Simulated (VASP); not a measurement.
The system is Li3V.

```xyz
4
Lattice="3.6377 0.0000 0.0000 0.0000 3.6377 0.0000 0.0000 0.0000 3.6377" Properties=species:S:1:pos:R:3 pbc="T T T"
Li    0.0000    1.8189    1.8189
Li    1.8189    0.0000    1.8189
Li    1.8189    1.8189    0.0000
V     0.0000    0.0000    0.0000
```

```yaml
Program: VASP 6.6.1
Task: relaxation of cell and atoms
Functional: PBE
Potentials_or_basis: VASP PAW PBE potentials, release 64 (Li_sv, V_sv)
Cutoff: 600 eV
k_mesh: 6 × 6 × 6
Occupations: gaussian, width 0.1 eV
Spin: collinear spin, ferromagnetic start
Starting_moments: "[0.16, 0.16, 0.16, 2.87] μB"
```

At the start: pressure 19.4 GPa; volume 12.03 Å³/atom.

Q: How do energy, volume and symmetry change on relaxing?

A: Over 4 steps the energy falls by 249.1 meV/atom and the volume is 17.17 Å³/atom (+42.6 %); space group Pm-3m (No. 221, to 0.1 Å) before and after; moment 4.02 μB per cell.

Step by step:
```tsv
step	energy change (eV)	largest force (eV/Å)	pressure (GPa)	volume (Å³)
1	0.0000	0.0000	19.36	48.14
2	-0.8204	0.0000	6.28	59.00
3	-0.9913	0.0000	0.92	66.99
4	-0.9963	0.0000	0.07	68.66
```

Final structure:
```
Li V
1.0
     4.09488    0.00000    0.00000
     0.00000    4.09488    0.00000
     0.00000    0.00000    4.09488
Li V
3 1
Direct
  0.00000 0.50000 0.50000
  0.50000 0.00000 0.50000
  0.50000 0.50000 0.00000
  0.00000 0.00000 0.00000
```

Caveat: the cutoff is under 1.25 times the usual one of these potentials, so pressure, stress and relaxed cells hold a basis-set (Pulay) error; the volume moved by over 15 % at a fixed basis, so the end points are rough.
